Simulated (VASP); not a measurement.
# Sr (Fm-3m) in VASP: notebook, part 3 of 3

VASP 6.6.1. Earlier steps stand in the parts before.

**5. Single point, RPBE (63.10 Å³/atom)**

This run uses another cell than the first one, of 63.10 Å³/atom.

Input file INCAR:

```
  PREC = Accurate
  ENCUT = 520
  EDIFF = 1E-7
  ISMEAR = -1
  SIGMA = 0.1
  LREAL = False
  LASPH = True
  NELM = 60
  ALGO = Normal
  ISIF = 2
  LWAVE = False
  LCHARG = False
  GGA = RP
  NBANDS = 11
```

Input file KPOINTS:

```
Automatic mesh
0
Gamma
  15 15 15
```

Input file POSCAR:

```
Sr
1.0
    0.0000000000      3.1599312659      3.1599312659
    3.1599312659      0.0000000000      3.1599312659
    3.1599312659      3.1599312659      0.0000000000
Sr
1
Direct
    0.0000000000      0.0000000000      0.0000000000
```

Potentials or basis: VASP PAW PBE potentials, release 64 (Sr_sv).

Command:

```
$ cat potpaw_PBE.64/Sr_sv/POTCAR > POTCAR
$ mpirun -np 1 vasp_std > vasp.out
```

OUTCAR:

```text
PREC = Accurate
   ENCUT = 520
   EDIFF = 1E-7
   ISMEAR = -1
   LREAL = False
   LASPH = True
   NELM = 60
   ISIF = 2
   GGA = RP

 ion  position               nearest neighbor table
   1  0.000  0.000  0.000-

  LATTYP: Found a face centered cubic cell.
 ALAT       =     6.3198625318

  Lattice vectors:

 A1 = (   0.0000000000,   3.1599312659,   3.1599312659)
 A2 = (   3.1599312659,   0.0000000000,   3.1599312659)
 A3 = (   3.1599312659,   3.1599312659,   0.0000000000)

Analysis of symmetry for initial positions (statically):
=====================================================================
 Subroutine PRICEL returns:
 Original cell was already a primitive cell.

 Routine SETGRP: Setting up the symmetry group for a
 face centered cubic supercell.

 Subroutine GETGRP returns: Found 48 space group operations
 (whereof 48 operations were pure point group operations)
 out of a pool of 48 trial point group operations.

The static configuration has the point symmetry O_h .

Analysis of symmetry for dynamics (positions and initial velocities):
=====================================================================
 Subroutine PRICEL returns:
 Original cell was already a primitive cell.

 Routine SETGRP: Setting up the symmetry group for a
 face centered cubic supercell.

 Subroutine GETGRP returns: Found 48 space group operations
 (whereof 48 operations were pure point group operations)
 out of a pool of 48 trial point group operations.

The dynamic configuration has the point symmetry O_h .

 Subroutine INISYM returns: Found 48 space group operations
 (whereof 48 operations are pure point group operations),
 and found     1 'primitive' translations

----------------------------------------------------------------------------------------

                                     Primitive cell

  volume of cell :      63.1049

  direct lattice vectors                    reciprocal lattice vectors
     0.000000000  3.159931266  3.159931266    -0.158231290  0.158231290  0.158231290
     3.159931266  0.000000000  3.159931266     0.158231290 -0.158231290  0.158231290
     3.159931266  3.159931266  0.000000000     0.158231290  0.158231290 -0.158231290

  length of vectors
     4.468817652  4.468817652  4.468817652     0.274064633  0.274064633  0.274064633

  position of ions in fractional coordinates (direct lattice)
     0.000000000  0.000000000  0.000000000

  ion indices of the primitive-cell ions
   primitive index   ion index
                 1           1

----------------------------------------------------------------------------------------

 KPOINTS: Automatic mesh

Automatic generation of k-mesh.
 Grid dimensions read from file:
 generate k-points for:   15   15   15

 Generating k-lattice:

  Cartesian coordinates                     Fractional coordinates (reciprocal lattice)
    -0.010548753  0.010548753  0.010548753     0.066666667  0.000000000  0.000000000
     0.010548753 -0.010548753  0.010548753     0.000000000  0.066666667  0.000000000
     0.010548753  0.010548753 -0.010548753     0.000000000  0.000000000  0.066666667

  Length of vectors
     0.018270976  0.018270976  0.018270976

  Shift w.r.t. Gamma in fractional coordinates (k-lattice)
     0.000000000  0.000000000  0.000000000

 Subroutine IBZKPT returns following result:
 ===========================================

 Found    120 irreducible k-points:

 Following reciprocal coordinates:
            Coordinates               Weight
  0.000000  0.000000  0.000000      1.000000
  0.066667  0.000000  0.000000      8.000000
  0.133333  0.000000  0.000000      8.000000
  0.200000  0.000000  0.000000      8.000000
  0.266667  0.000000  0.000000      8.000000
  0.333333  0.000000  0.000000      8.000000
[... 16 lines left out ...]
  0.133333  0.133333  0.000000      6.000000
  0.200000  0.133333  0.000000     24.000000
 [... further k-points ...]
   k-points           NKPTS =    120   k-points in BZ     NKDIM =    120   number of bands    NBANDS=     11
   number of dos      NEDOS =    301   number of ions     NIONS =      1
   total plane-waves  NPLWV =  46656
   dimension x,y,z NGX =    36 NGY =   36 NGZ =   36
   dimension x,y,z NGXF=    72 NGYF=   72 NGZF=   72
   ions per type =               1
   NGX,Y,Z   is equivalent  to a cutoff of  13.39, 13.39, 13.39 a.u.
   NGXF,Y,Z  is equivalent  to a cutoff of  26.78, 26.78, 26.78 a.u.
 SYSTEM =  unknown system
   PREC   = accura    normal or accurate (medium, high low for compatibility)
   ISTART =      0    job   : 0-new  1-cont  2-samecut
   ICHARG =      2    charge: 1-file 2-atom 10-const
   ISPIN  =      1    spin polarized calculation?
   LNONCOLLINEAR =      F non collinear calculations
   LSORBIT =      F    spin-orbit coupling
   LASPH  =      T    aspherical Exc in radial PAW
   ENCUT  =  520.0 eV  38.22 Ry    6.18 a.u.   8.31  8.31  8.31*2*pi/ulx,y,z
   NELM   =     60;   NELMIN=  2; NELMDL= -5     # of ELM steps
   EDIFF  = 0.1E-06   stopping-criterion for ELM
   LREAL  =      F    real-space projection
   EDIFFG = 0.1E-05   stopping-criterion for IOM
   NSW    =      0    number of steps for IOM
   IBRION =     -1    ionic relax: 0-MD 1-quasi-New 2-CG
   NFREE  =      0    steps in history (QN), initial steepest desc. (CG)
   ISIF   =      2    stress and relaxation
   ISYM   =      2    0-nonsym 1-usesym 2-fastsym
   POTIM  = 0.5000    time-step for ionic-motion
   TEBEG  =    0.0;   TEEND  =   0.0 temperature during run
   PSTRESS=    0.0 pullay stress
   NELECT =      10.0000    total number of electrons
   NUPDOWN=      -1.0000    fix difference up-down
   EMIN   =  10.00;   EMAX   =-10.00  energy-range for DOS
   EFERMI =   0.00;   METHOD = LEGACY
   ISMEAR =    -1;   SIGMA  =   0.10  broadening in eV -4-tet -1-fermi 0-gaus
   EFERMI_NEDOS =   21; number of points for ismear=-14 and -15
   IALGO  =     38    algorithm
   IMIX   =      4    mixing-type and parameters
     AMIX     =   0.40;   BMIX     =  1.00
     AMIX_MAG =   1.60;   BMIX_MAG =  1.00
  volume/ion in A,a.u.               =      63.10       425.85
  Fermi-wavevector in a.u.,A,eV,Ry     =   0.885905  1.674118 10.678231  0.784828
  Thomas-Fermi vector in A             =   2.007001
   LORBIT       =      0    0 simple, 1 ext, 2 COOP (PROOUT), +10 PAW based schemes
   GGA     = RP    functional components
   LHFCALC =     F    Hartree Fock is set to
   AEXX    =    0.0000 exact exchange contribution
   IVDW    =     0    specifies the selected vdW correction
   LEPSILON=     F    determine dielectric tensor
   LRPA    =     F    only Hartree local field effects (RPA)
 non-spin polarized calculation
  energy-cutoff  :      520.00
  volume of cell :       63.10
 maximum number of plane-waves:      1721
 NGX is ok and might be reduce to    36
   NGX = 17   NGY = 17   NGZ = 17

 number of electron      10.0000000 magnetization

 Free energy of the ion-electron system (eV)
  ---------------------------------------------------
  ext. energy  EPLUGINS =         0.00000000
  ---------------------------------------------------
  free energy    TOTEN  =        -1.47517455 eV

  energy without entropy =       -1.42964641  energy(sigma->0) =       -1.45241048

 E-fermi :   1.2018     XC(G=0):  -6.8397

 val. band max:        1.1833275617   @ k =  -0.3333   0.4667   0.1333
 cond. band min:       1.2038284430   @ k =  -0.3333   0.4000   0.2000
 fundamental gap:      0.0205008814
 Fermi energy:         1.2017558907

 k-point     1 :       0.0000    0.0000    0.0000
  band No.  band energies     occupation
      1     -35.7086      2.00000
      2     -17.6164      2.00000
      3     -17.6164      2.00000
      4     -17.6164      2.00000
      5      -2.1709      2.00000
      6       3.4759      0.00000
      7       3.4759      0.00000
      8       3.4759      0.00000
      9       4.7405      0.00000
     10       4.7405      0.00000
     11       7.8872      0.00000
[... 309 lines left out ...]
 k-point    24 :       0.2000    0.1333    0.0000
  band No.  band energies     occupation
      1     -35.7061      2.00000
      2     -17.6486      2.00000
      3     -17.6271      2.00000
      4     -17.6261      2.00000
      5      -1.6212      2.00000
      6       2.8129      0.00000
      7       3.6571      0.00000
      8       3.7078      0.00000
      9       4.0463      0.00000
     10       4.9214      0.00000
     11       8.6385      0.00000

 [... further k-points ...]

------------------------ aborting loop because EDIFF is reached ----------------------------------------

  FORCE on cell =-STRESS in cart. coord.  units (eV):
  Direction    XX          YY          ZZ          XY          YZ          ZX
  --------------------------------------------------------------------------------------
  -------------------------------------------------------------------------------------
  Total       -0.2867130     -0.2867130     -0.2867130     -0.0000000      0.0000000      0.0000000
  in kB       -7.2793911     -7.2793911     -7.2793911     -0.0000000      0.0000000      0.0000000
  external PRESSURE =      -7.2793911 kB  Pullay stress =       0.0000000 kB

 VOLUME and BASIS-vectors are now :
 -----------------------------------------------------------------------------
  energy-cutoff  :      520.00
  volume of cell :       63.10
      direct lattice vectors                 reciprocal lattice vectors
     0.000000000  3.159931266  3.159931266    -0.158231290  0.158231290  0.158231290
     3.159931266  0.000000000  3.159931266     0.158231290 -0.158231290  0.158231290
     3.159931266  3.159931266  0.000000000     0.158231290  0.158231290 -0.158231290

 POSITION                                       TOTAL-FORCE (eV/Angst)
 -----------------------------------------------------------------------------------
      0.00000      0.00000      0.00000         0.000000     -0.000000      0.000000
 -----------------------------------------------------------------------------------
    total drift:                               -0.000000     -0.000000     -0.000000

  FREE ENERGIE OF THE ION-ELECTRON SYSTEM (eV)
  ---------------------------------------------------
  free  energy   TOTEN  =        -1.4751745509 eV

  energy  without entropy=       -1.4296464087  energy(sigma->0) =       -1.45241048
```

Run time: 93 s. Hardware: 1 thread of AMD EPYC 7R43 (Zen 3), shared host; peak memory 0.21 GiB.

Results:

- Free energy: -1.4752 eV
- Pressure: -0.7 GPa
- Band gap on the k mesh: zero (bands 5 and 6 overlap by 0.21 eV)

Levels at points of the mesh, in eV from the Fermi level:
```csv
k point,band 3,band 4,band 5,band 6,band 7,band 8
"(0.00, 0.00, 0.00)",-18.82,-18.82,-3.37,2.27,2.27,2.27
```

Caveat: the PAW data sets were made with another functional, which shifts forces and pressure a little.

**6. Single point, RPBE (65.44 Å³/atom)**

This run uses another cell than the first one, of 65.44 Å³/atom.

Input file INCAR:

```
  PREC = Accurate
  ENCUT = 520
  EDIFF = 1E-7
  ISMEAR = -1
  SIGMA = 0.1
  LREAL = F
  LASPH = T
  NELM = 80
  ALGO = Normal
  ISIF = 2
  LWAVE = F
  LCHARG = F
  GGA = RP
  NBANDS = 11
```

Input file KPOINTS:

```
regular mesh
0
Gamma
  15 15 15
```

Input file POSCAR:

```
Sr
1.0
    0.0000000000      3.1984708113      3.1984708113
    3.1984708113      0.0000000000      3.1984708113
    3.1984708113      3.1984708113      0.0000000000
Sr
1
Direct
    0.0000000000      0.0000000000      0.0000000000
```

Potentials or basis: VASP PAW PBE potentials, release 64 (Sr_sv).

Command:

```
$ cat potpaw_PBE.64/Sr_sv/POTCAR > POTCAR
$ mpirun -np 1 vasp_std > vasp.out
```

OUTCAR:

```text
PREC = Accurate
   ENCUT = 520
   EDIFF = 1E-7
   ISMEAR = -1
   LREAL = F
   LASPH = T
   NELM = 80
   ISIF = 2
   GGA = RP

 ion  position               nearest neighbor table
   1  0.000  0.000  0.000-

  LATTYP: Found a face centered cubic cell.
 ALAT       =     6.3969416226

  Lattice vectors:

 A1 = (   0.0000000000,   3.1984708113,   3.1984708113)
 A2 = (   3.1984708113,   0.0000000000,   3.1984708113)
 A3 = (   3.1984708113,   3.1984708113,   0.0000000000)

Analysis of symmetry for initial positions (statically):
=====================================================================
 Subroutine PRICEL returns:
 Original cell was already a primitive cell.

 Routine SETGRP: Setting up the symmetry group for a
 face centered cubic supercell.

 Subroutine GETGRP returns: Found 48 space group operations
 (whereof 48 operations were pure point group operations)
 out of a pool of 48 trial point group operations.

The static configuration has the point symmetry O_h .

Analysis of symmetry for dynamics (positions and initial velocities):
=====================================================================
 Subroutine PRICEL returns:
[... 165 lines left out ...]
      2     -17.8052      2.00000
      3     -17.8052      2.00000
      4     -17.8052      2.00000
      5      -2.2241      2.00000
      6       3.3241      0.00000
      7       3.3241      0.00000
      8       3.3241      0.00000
      9       4.5390      0.00000
     10       4.5390      0.00000
     11       7.6701      0.00000
[... 309 lines left out ...]
 k-point    24 :       0.2000    0.1333    0.0000
  band No.  band energies     occupation
      1     -35.8932      2.00000
      2     -17.8332      2.00000
      3     -17.8145      2.00000
      4     -17.8137      2.00000
      5      -1.6914      2.00000
      6       2.6854      0.00000
      7       3.4976      0.00000
      8       3.5448      0.00000
      9       3.8752      0.00000
     10       4.7129      0.00000
     11       8.3368      0.00000

 [... further k-points ...]

------------------------ aborting loop because EDIFF is reached ----------------------------------------

  FORCE on cell =-STRESS in cart. coord.  units (eV):
  Direction    XX          YY          ZZ          XY          YZ          ZX
  --------------------------------------------------------------------------------------
  -------------------------------------------------------------------------------------
  Total       -0.4146270     -0.4146270     -0.4146270      0.0000000     -0.0000000      0.0000000
  in kB      -10.1510501    -10.1510501    -10.1510501      0.0000000     -0.0000000      0.0000000
  external PRESSURE =     -10.1510501 kB  Pullay stress =       0.0000000 kB

 VOLUME and BASIS-vectors are now :
 -----------------------------------------------------------------------------
  energy-cutoff  :      520.00
  volume of cell :       65.44
      direct lattice vectors                 reciprocal lattice vectors
     0.000000000  3.198470811  3.198470811    -0.156324703  0.156324703  0.156324703
     3.198470811  0.000000000  3.198470811     0.156324703 -0.156324703  0.156324703
     3.198470811  3.198470811  0.000000000     0.156324703  0.156324703 -0.156324703

 POSITION                                       TOTAL-FORCE (eV/Angst)
 -----------------------------------------------------------------------------------
      0.00000      0.00000      0.00000         0.000000      0.000000      0.000000
 -----------------------------------------------------------------------------------
    total drift:                               -0.000000     -0.000000     -0.000000

  FREE ENERGIE OF THE ION-ELECTRON SYSTEM (eV)
  ---------------------------------------------------
  free  energy   TOTEN  =        -1.4625326899 eV

  energy  without entropy=       -1.4165522916  energy(sigma->0) =       -1.43954249
```

OSZICAR:

```text
N       E                     dE             d eps       ncg     rms          rms(c)
DAV:   1     0.369017913971E+02    0.36902E+02   -0.46303E+03  2640   0.766E+02
DAV:   2     0.274007063905E+00   -0.36628E+02   -0.36078E+02  3066   0.149E+02
DAV:   3    -0.136373228291E+01   -0.16377E+01   -0.16160E+01  3989   0.234E+01
DAV:   4    -0.144007116163E+01   -0.76339E-01   -0.76136E-01  3445   0.463E+00
DAV:   5    -0.144186864394E+01   -0.17975E-02   -0.17973E-02  3808   0.595E-01    0.966E+00
DAV:   6    -0.145360643233E+01   -0.11738E-01   -0.11852E-02  3080   0.117E+00    0.534E+00
DAV:   7    -0.146214297273E+01   -0.85365E-02   -0.20019E-02  2844   0.155E+00    0.399E-01
DAV:   8    -0.146246470192E+01   -0.32173E-03   -0.22541E-03  3683   0.358E-01    0.150E-01
DAV:   9    -0.146251362167E+01   -0.48920E-04   -0.12498E-04  3632   0.790E-02    0.482E-02
DAV:  10    -0.146253488400E+01   -0.21262E-04   -0.19773E-05  3030   0.354E-02    0.203E-02
DAV:  11    -0.146253312292E+01    0.17611E-05   -0.17545E-06  3392   0.978E-03    0.172E-03
DAV:  12    -0.146253250628E+01    0.61663E-06   -0.22940E-07  3988   0.275E-03    0.337E-03
DAV:  13    -0.146253275001E+01   -0.24372E-06   -0.19132E-08  1670   0.133E-03    0.516E-04
DAV:  14    -0.146253268988E+01    0.60129E-07   -0.38310E-09  1527   0.412E-04
   1 F= -.14625327E+01 E0= -.14395425E+01  d E =-.459804E-01
```

stdout:

```text
POSCAR found type information on POSCAR Sr
 POSCAR found :  1 types and       1 ions
 scaLAPACK will be used
 -----------------------------------------------------------------------------
|                                                                             |
|                                                                             |
|     You enforced a specific xc type in the INCAR file but a different       |
|     I HOPE YOU KNOW WHAT YOU ARE DOING!                                     |
|                                                                             |
 -----------------------------------------------------------------------------

 LDA part: xc-table for (Slater+PW92), standard interpolation
 POSCAR, INCAR and KPOINTS ok, starting setup
 FFT: planning ... GRIDC
 FFT: planning ... GRID_SOFT
 FFT: planning ... GRID
 WAVECAR not read
 entering main loop
```

Wall time 2.2 min (1 thread of AMD EPYC 7R43 (Zen 3), shared host); peak memory 0.21 GiB.

Results:

```yaml
Free_energy: -1.4625 eV
Pressure: -1.0 GPa
Band_gap_on_the_k_mesh: zero (bands 5 and 6 overlap by 0.25 eV)
```

Levels at points of the mesh, in eV from the Fermi level:
| k point | band 3 | band 4 | band 5 | band 6 | band 7 | band 8 |
| --- | --- | --- | --- | --- | --- | --- |
| (0.00, 0.00, 0.00) | -18.89 | -18.89 | -3.31 | 2.24 | 2.24 | 2.24 |

Caveat: the PAW data sets were made with another functional, which shifts forces and pressure a little.

**7. The runs side by side**

| cell | gap on the mesh (eV) | pressure (GPa) |
| --- | --- | --- |
| a = 4.297 Å, angles 60.0°, 1 atom | none | 0.5 |
| a = 4.356 Å, angles 60.0°, 1 atom | none | 0.0 |
| a = 4.413 Å, angles 60.0°, 1 atom | none | -0.4 |
| a = 4.469 Å, angles 60.0°, 1 atom | none | -0.7 |
| a = 4.523 Å, angles 60.0°, 1 atom | none | -1.0 |

Alike in all rows: task single point; level RPBE; potentials or basis VASP PAW PBE potentials, release 64 (Sr_sv); no spin polarisation; k mesh 15 × 15 × 15; cutoff (eV) 520; smearing fermi-dirac 0.1 eV.

Caveats: the PAW data sets were made with another functional, which shifts forces and pressure a little.

Absolute energies hang on the potentials; compare differences alone.

The gap in the log of VASP goes by the Fermi energy; the results here count the filled bands.